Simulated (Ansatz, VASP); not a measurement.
## Ta in VASP and in Ansatz

```
CELL_PARAMETERS angstrom
-1.65128 1.65128 1.65128
1.65128 -1.65128 1.65128
1.65128 1.65128 -1.65128
ATOMIC_POSITIONS crystal
Ta 0.00000 0.00000 0.00000
```

Alike in both runs: task single point; functional PBE; k mesh 12 × 12 × 12; occupations fermi-dirac, width 0.02 eV; no spin polarisation.

|  | VASP | Ansatz |
| --- | --- | --- |
| version | VASP 6.6.1 | Ansatz 0.2.0 |
| potentials or method | VASP PAW PBE potentials, release 64 (Ta_pv) | plane waves, PAW |
| plane-wave cutoff (eV) | 500 | 420 |
| valence electrons in the cell | 11 | 13 |

```tsv
	VASP	Ansatz	Ansatz less VASP
gap on the k mesh at the Fermi level (eV)	none	none	-
pressure (GPa)	2.0	1.9	-0.11
```

A gap of «none» marks a metal or a gap that the smearing closes. With one functional, cell and mesh, what is left measures potentials, basis and numerics. VASP's potentials hold 11 valence electrons a cell and Ansatz's 13, so a difference there can come from the potentials and not from the codes.

Neither program's run includes spin-orbit coupling.
